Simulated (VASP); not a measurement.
# InGa2P3 (P-3m1) in VASP: further runs

InGa2P3 is run at these levels: PBE; tasks: single point.

All numbers are computed with VASP 6.6.1; they aren't measurements. Logs are shortened: lines on timing, memory, paths and dates and some standing lists are left out, and cuts for length are marked.

## (1) The cell of the first run

It takes space group P-3m1 (No. 164, trigonal). The conventional cell has a = 3.711 Å, b = 3.711 Å, c = 9.278 Å, α = 90.00°, β = 90.00°, γ = 120.00°. Within 3.6 Å of In (site symmetry -3m) lie 6 P at 2.76 Å. Ga (site symmetry 3m) has 6 P at 2.57 to 2.61 Å within 3.4 Å. Within 3.4 Å of P (site symmetry -3m) lie 6 Ga at 2.61 Å. P (site symmetry 3m) has 3 Ga at 2.57 Å and 3 In at 2.76 Å within 3.4 Å.

## (2) Single point, PBE

INCAR

```
ALGO     = Normal         # electronic algorithm
EDIFF    = 1E-7           # SCF threshold, eV
ENCUT    = 520            # plane-wave cutoff, eV
GGA      = PE             # functional
ISIF     = 2              # what is computed and relaxed
ISMEAR   = 0              # smearing method
LASPH    = T              # aspherical terms in the spheres
LCHARG   = T              # write CHGCAR
LELF     = T              # ELF
LREAL    = F              # projectors in reciprocal space
LVHAR    = T            
LWAVE    = F              # write WAVECAR
NBANDS   = 36             # bands
NELM     = 60             # most SCF steps
PREC     = Accurate       # precision mode
SIGMA    = 0.1            # smearing width, eV
```

KPOINTS

```
k-points
0
Gamma
  6 6 2
```

POSCAR

```
InGa2P3
1.0
    3.7113606890      0.0000000028      0.0000000000
   -1.8556803469      3.2141326379      0.0000000000
    0.0000000000      0.0000000000      9.2777908389
In Ga P
1 2 3
Direct
    0.0000000000      0.0000000000      0.0000000000
    0.3333333333      0.6666666667      0.6608432122
    0.6666666667      0.3333333333      0.3391567878
    0.0000000000      0.0000000000      0.5000000000
    0.3333333333      0.6666666667      0.1867296138
    0.6666666667      0.3333333333      0.8132703862
```

Potentials or basis: VASP PAW PBE potentials, release 64 (In_d, Ga_d, P).

Command:

```console
cat potpaw_PBE.64/In_d/POTCAR potpaw_PBE.64/Ga_d/POTCAR potpaw_PBE.64/P/POTCAR > POTCAR
mpirun -np 1 vasp_std > vasp.out
```

OUTCAR:

```text
EDIFF = 1E-7
   ENCUT = 520
   GGA = PE
   ISIF = 2
   ISMEAR = 0
   LASPH = T
   LREAL = F
   NELM = 60
   PREC = Accurate

 ion  position               nearest neighbor table
   1  0.000  0.000  0.000-   5 2.76   6 2.76   6 2.76   5 2.76   6 2.76   5 2.76
   2  0.333  0.667  0.661-   6 2.57   6 2.57   6 2.57   4 2.61   4 2.61   4 2.61
   3  0.667  0.333  0.339-   5 2.57   5 2.57   5 2.57   4 2.61   4 2.61   4 2.61
   4  0.000  0.000  0.500-   2 2.61   3 2.61   3 2.61   2 2.61   3 2.61   2 2.61
   5  0.333  0.667  0.187-   3 2.57   3 2.57   3 2.57   1 2.76   1 2.76   1 2.76
   6  0.667  0.333  0.813-   2 2.57   2 2.57   2 2.57   1 2.76   1 2.76   1 2.76

  LATTYP: Found a hexagonal cell.
 ALAT       =     3.7113606890
 C/A-ratio  =     2.4998354017

  Lattice vectors:

 A1 = (   3.7113606890,   0.0000000028,   0.0000000000)
 A2 = (  -1.8556803469,   3.2141326379,   0.0000000000)
 A3 = (   0.0000000000,   0.0000000000,   9.2777908389)

Analysis of symmetry for initial positions (statically):
=====================================================================
 Subroutine PRICEL returns:
 Original cell was already a primitive cell.

 Routine SETGRP: Setting up the symmetry group for a
 hexagonal supercell.

 Subroutine GETGRP returns: Found 12 space group operations
 (whereof 12 operations were pure point group operations)
 out of a pool of 24 trial point group operations.

The static configuration has the point symmetry D_3d.

Analysis of symmetry for dynamics (positions and initial velocities):
=====================================================================
 Subroutine PRICEL returns:
 Original cell was already a primitive cell.

 Routine SETGRP: Setting up the symmetry group for a
 hexagonal supercell.

 Subroutine GETGRP returns: Found 12 space group operations
 (whereof 12 operations were pure point group operations)
 out of a pool of 24 trial point group operations.

The dynamic configuration has the point symmetry D_3d.

 Subroutine INISYM returns: Found 12 space group operations
 (whereof 12 operations are pure point group operations),
 and found     1 'primitive' translations

----------------------------------------------------------------------------------------

                                     Primitive cell

  volume of cell :     110.6730

  direct lattice vectors                    reciprocal lattice vectors
     3.711360689  0.000000003  0.000000000     0.269442957  0.155562964  0.000000000
    -1.855680347  3.214132638  0.000000000    -0.000000000  0.311125928  0.000000000
     0.000000000  0.000000000  9.277790839     0.000000000  0.000000000  0.107784279

  length of vectors
     3.711360689  3.711360689  9.277790839     0.311125928  0.311125928  0.107784279

  position of ions in fractional coordinates (direct lattice)
     0.000000000  0.000000000  0.000000000
     0.333333333  0.666666667  0.660843212
     0.666666667  0.333333333  0.339156788
     0.000000000  0.000000000  0.500000000
     0.333333333  0.666666667  0.186729614
     0.666666667  0.333333333  0.813270386

  ion indices of the primitive-cell ions
   primitive index   ion index
                 1           1
                 2           2
                 3           3
                 4           4
                 5           5
                 6           6

----------------------------------------------------------------------------------------

 KPOINTS: k-points

Automatic generation of k-mesh.
 Grid dimensions read from file:
 generate k-points for:    6    6    2

 Generating k-lattice:

  Cartesian coordinates                     Fractional coordinates (reciprocal lattice)
     0.044907160  0.025927161  0.000000000     0.166666667  0.000000000  0.000000000
    -0.000000000  0.051854321  0.000000000    -0.000000000  0.166666667  0.000000000
     0.000000000  0.000000000  0.053892140     0.000000000  0.000000000  0.500000000

  Length of vectors
     0.051854321  0.051854321  0.053892140

  Shift w.r.t. Gamma in fractional coordinates (k-lattice)
     0.000000000  0.000000000  0.000000000

 Subroutine IBZKPT returns following result:
 ===========================================

 Found     14 irreducible k-points:

 Following reciprocal coordinates:
            Coordinates               Weight
  0.000000  0.000000  0.000000      1.000000
  0.166667 -0.000000  0.000000      6.000000
  0.333333  0.000000  0.000000      6.000000
  0.500000  0.000000  0.000000      3.000000
  0.166667  0.166667  0.000000      6.000000
  0.333333  0.166667  0.000000     12.000000
  0.333333  0.333333  0.000000      2.000000
  0.000000  0.000000  0.500000      1.000000
  0.166667 -0.000000  0.500000      6.000000
  0.333333  0.000000  0.500000      6.000000
  0.500000  0.000000  0.500000      3.000000
  0.166667  0.166667  0.500000      6.000000
  0.333333  0.166667  0.500000     12.000000
  0.333333  0.333333  0.500000      2.000000
   k-points           NKPTS =     14   k-points in BZ     NKDIM =     14   number of bands    NBANDS=     36
   number of dos      NEDOS =    301   number of ions     NIONS =      6
   total plane-waves  NPLWV =  54880
   dimension x,y,z NGX =    28 NGY =   28 NGZ =   70
   dimension x,y,z NGXF=    56 NGYF=   56 NGZF=  140
   ions per type =               1   2   3
   NGX,Y,Z   is equivalent  to a cutoff of  12.54, 12.54, 12.54 a.u.
   NGXF,Y,Z  is equivalent  to a cutoff of  25.08, 25.08, 25.09 a.u.
 SYSTEM =  unknown system
   PREC   = accura    normal or accurate (medium, high low for compatibility)
   ISTART =      0    job   : 0-new  1-cont  2-samecut
   ICHARG =      2    charge: 1-file 2-atom 10-const
   ISPIN  =      1    spin polarized calculation?
   LNONCOLLINEAR =      F non collinear calculations
   LSORBIT =      F    spin-orbit coupling
   LASPH  =      T    aspherical Exc in radial PAW
   ENCUT  =  520.0 eV  38.22 Ry    6.18 a.u.   6.90  6.90 17.25*2*pi/ulx,y,z
   NELM   =     60;   NELMIN=  2; NELMDL= -5     # of ELM steps
   EDIFF  = 0.1E-06   stopping-criterion for ELM
   LREAL  =      F    real-space projection
   EDIFFG = 0.1E-05   stopping-criterion for IOM
   NSW    =      0    number of steps for IOM
   IBRION =     -1    ionic relax: 0-MD 1-quasi-New 2-CG
   NFREE  =      0    steps in history (QN), initial steepest desc. (CG)
   ISIF   =      2    stress and relaxation
   ISYM   =      2    0-nonsym 1-usesym 2-fastsym
   POTIM  = 0.5000    time-step for ionic-motion
   TEBEG  =    0.0;   TEEND  =   0.0 temperature during run
   PSTRESS=    0.0 pullay stress
   NELECT =      54.0000    total number of electrons
   NUPDOWN=      -1.0000    fix difference up-down
   EMIN   =  10.00;   EMAX   =-10.00  energy-range for DOS
   EFERMI =   0.00;   METHOD = LEGACY
   ISMEAR =     0;   SIGMA  =   0.10  broadening in eV -4-tet -1-fermi 0-gaus
   EFERMI_NEDOS =   21; number of points for ismear=-14 and -15
   IALGO  =     38    algorithm
   IMIX   =      4    mixing-type and parameters
     AMIX     =   0.40;   BMIX     =  1.00
     AMIX_MAG =   1.60;   BMIX_MAG =  1.00
  volume/ion in A,a.u.               =      18.45       124.48
  Fermi-wavevector in a.u.,A,eV,Ry     =   1.288820  2.435516 22.600050  1.661057
  Thomas-Fermi vector in A             =   2.420750
   LORBIT       =      0    0 simple, 1 ext, 2 COOP (PROOUT), +10 PAW based schemes
   GGA     = PE    functional components
   LHFCALC =     F    Hartree Fock is set to
   AEXX    =    0.0000 exact exchange contribution
   IVDW    =     0    specifies the selected vdW correction
   LEPSILON=     F    determine dielectric tensor
   LRPA    =     F    only Hartree local field effects (RPA)
 non-spin polarized calculation
 Gauss-broadening in eV      SIGMA  =   0.10
  energy-cutoff  :      520.00
  volume of cell :      110.67
 maximum number of plane-waves:      2998
 NGX is ok and might be reduce to    28
   NGX = 13   NGY = 13   NGZ = 35

 number of electron      54.0000002 magnetization

 Free energy of the ion-electron system (eV)
  ---------------------------------------------------
  ext. energy  EPLUGINS =         0.00000000
  ---------------------------------------------------
  free energy    TOTEN  =       -24.56976875 eV

  energy without entropy =      -24.56374589  energy(sigma->0) =      -24.56675732

 E-fermi :   6.7753     XC(G=0): -10.7761

 val. band max:        6.7270241569   @ k =   0.0000   0.0000   0.0000
 cond. band min:       6.7849091704   @ k =   0.0000   0.0000   0.0000
 fundamental gap:      0.0578850135
 Fermi energy:         6.7752592869

 k-point     1 :       0.0000    0.0000    0.0000
  band No.  band energies     occupation
      1      -7.9028      2.00000
      2      -7.9028      2.00000
      3      -7.8867      2.00000
      4      -7.8867      2.00000
      5      -7.8645      2.00000
      6      -7.8577      2.00000
[... 28 lines left out ...]
     35      11.9648      0.00000
     36      12.0853      0.00000

 k-point     2 :       0.1667   -0.0000    0.0000
  band No.  band energies     occupation
      1      -7.9370      2.00000
      2      -7.9049      2.00000
      3      -7.8975      2.00000
      4      -7.8816      2.00000
      5      -7.8596      2.00000
      6      -7.8509      2.00000
[... 28 lines left out ...]
     35      12.7804      0.00000
     36      12.9751      0.00000

 k-point     3 :       0.3333    0.0000    0.0000
  band No.  band energies     occupation
      1      -8.0140      2.00000
      2      -7.9381      2.00000
      3      -7.8955      2.00000
      4      -7.8732      2.00000
      5      -7.8681      2.00000
      6      -7.8490      2.00000
[... 28 lines left out ...]
     35      12.3437      0.00000
     36      13.0267      0.00000
[... 352 lines left out ...]
 k-point    13 :       0.3333    0.1667    0.5000
  band No.  band energies     occupation
      1      -8.0080      2.00000
      2      -7.9699      2.00000
      3      -7.9213      2.00000
      4      -7.8784      2.00000
      5      -7.8606      2.00000
      6      -7.8478      2.00000
[... 28 lines left out ...]
     35      12.6554      0.00000
     36      12.7451      0.00000

 k-point    14 :       0.3333    0.3333    0.5000
  band No.  band energies     occupation
      1      -7.9838      2.00000
      2      -7.9635      2.00000
      3      -7.9635      2.00000
      4      -7.8859      2.00000
      5      -7.8424      2.00000
      6      -7.8424      2.00000
[... 28 lines left out ...]
     35      13.9351      0.00000
     36      14.2782      0.00000

------------------------ aborting loop because EDIFF is reached ----------------------------------------

  FORCE on cell =-STRESS in cart. coord.  units (eV):
  Direction    XX          YY          ZZ          XY          YZ          ZX
  --------------------------------------------------------------------------------------
  -------------------------------------------------------------------------------------
  Total        0.0578129      0.0578129      0.0258781      0.0000000      0.0000000     -0.0000000
  in kB        0.8369387      0.8369387      0.3746293      0.0000000      0.0000000     -0.0000000
  external PRESSURE =       0.6828356 kB  Pullay stress =       0.0000000 kB

 VOLUME and BASIS-vectors are now :
 -----------------------------------------------------------------------------
  energy-cutoff  :      520.00
  volume of cell :      110.67
      direct lattice vectors                 reciprocal lattice vectors
     3.711360689  0.000000003  0.000000000     0.269442957  0.155562964  0.000000000
    -1.855680347  3.214132638  0.000000000    -0.000000000  0.311125928  0.000000000
     0.000000000  0.000000000  9.277790839     0.000000000  0.000000000  0.107784279

 POSITION                                       TOTAL-FORCE (eV/Angst)
 -----------------------------------------------------------------------------------
      0.00000      0.00000      0.00000         0.000000      0.000000      0.000000
     -0.00000      2.14276      6.13117        -0.000000     -0.000000     -0.001520
      1.85568      1.07138      3.14663        -0.000000      0.000000      0.001520
      0.00000      0.00000      4.63890         0.000000      0.000000      0.000000
     -0.00000      2.14276      1.73244         0.000000      0.000000     -0.008633
      1.85568      1.07138      7.54535         0.000000      0.000000      0.008633
 -----------------------------------------------------------------------------------
    total drift:                               -0.000000      0.000000      0.000000

  FREE ENERGIE OF THE ION-ELECTRON SYSTEM (eV)
  ---------------------------------------------------
  free  energy   TOTEN  =       -24.5697687513 eV

  energy  without entropy=      -24.5637458921  energy(sigma->0) =      -24.56675732
```

Wall time 34 s (1 thread of AMD EPYC 9R45 (Zen 5), shared host); peak memory 0.21 GiB.

What came out:

- Free energy: -24.5698 eV
- Pressure: 0.1 GPa
- Largest force: 0.009 eV/Å
- Band gap on the k mesh: zero (band 27 reaches 7.14 eV, above the bottom of band 28 at 6.05 eV)

Forces in eV/Å, atoms in the order of the input:
```
In   0.000  0.000  0.000
Ga   0.000  0.000 -0.002
Ga   0.000  0.000  0.002
P    0.000  0.000  0.000
P    0.000  0.000 -0.009
P    0.000  0.000  0.009
```

Caveat: spin-orbit coupling is left out, which moves the levels of the heavy elements.

## (3) Single point, PBE

This run uses another cell than the first one, of 20.45 Å³/atom, 1.109 times its volume.

INCAR

```
SYSTEM = InGa2P3
PREC     = Accurate       ! precision mode
ENCUT    = 520            ! plane-wave cutoff, eV
EDIFF    = 1E-6           ! SCF threshold, eV
ISMEAR   = 0              ! smearing method
SIGMA    = 0.1            ! smearing width, eV
LREAL    = .FALSE.        ! projectors in reciprocal space
LASPH    = .TRUE.         ! aspherical terms in the spheres
NELM     = 60             ! most SCF steps
ALGO     = Normal         ! electronic algorithm
ISIF     = 2              ! what is computed and relaxed
LWAVE    = .FALSE.        ! write WAVECAR
LCHARG   = .TRUE.         ! write CHGCAR
GGA      = PE             ! functional
LELF     = .TRUE.         ! ELF
LVHAR    = .TRUE.       
NBANDS   = 36             ! bands
```

KPOINTS

```
Automatic mesh
0
G
  6 6 2
  0 0 0
```

POSCAR

```
InGa2P3
1.0
    3.8674074100      0.0000000000      0.0000000000
   -1.9337037100      3.3492730700      0.0000000000
    0.0000000000      0.0000000000      9.4731747900
In Ga P
1 2 3
Direct
    0.0000000000      0.0000000000      0.0000000000
    0.3333333300      0.6666666700      0.6666666700
    0.6666666700      0.3333333300      0.3333333300
    0.0000000000      0.0000000000      0.5000000000
    0.3333333300      0.6666666700      0.1666666700
    0.6666666700      0.3333333300      0.8333333300
```

Potentials or basis: VASP PAW PBE potentials, release 64 (In_d, Ga_d, P).

Command:

```console
cat potpaw_PBE.64/In_d/POTCAR potpaw_PBE.64/Ga_d/POTCAR potpaw_PBE.64/P/POTCAR > POTCAR
mpirun -np 1 vasp_std > vasp.out
```

It took 38 s on 1 thread of AMD EPYC 9R45 (Zen 5), shared host; peak memory 0.23 GiB.

The run converged. Its results:

- Free energy: -24.1515 eV
- Pressure: -5.9 GPa
- Largest force: 0.741 eV/Å
- Band gap on the k mesh: zero (band 27 reaches 5.94 eV, above the bottom of band 28 at 4.78 eV)

Forces on the atoms (eV/Å):
```
In   0.000  0.000  0.000
Ga   0.000  0.000 -0.145
Ga   0.000  0.000  0.145
P    0.000  0.000  0.000
P    0.000  0.000  0.741
P    0.000  0.000 -0.741
```

Stress tensor (GPa, compression positive):
```
-6.33  0.00  0.00
 0.00 -6.33  0.00
 0.00  0.00 -5.07
```

Levels at points of the mesh, in eV from the Fermi level:
```tsv
k point	band 24	band 25	band 26	band 27	band 28	band 29	band 30	band 31
(0.00, 0.00, 0.00)	0.00	0.00	0.00	0.00	0.08	2.59	2.83	3.79
(0.50, 0.00, 0.00)	-2.27	-1.67	-1.57	-0.85	-0.80	1.01	1.37	3.82
(0.00, 0.00, 0.50)	-0.06	-0.06	0.09	0.09	1.88	2.19	2.69	3.16
(0.50, 0.00, 0.50)	-1.98	-1.80	-0.88	-0.57	0.09	0.11	2.68	3.16
```

Caveat: spin-orbit coupling is left out, which moves the levels of the heavy elements.
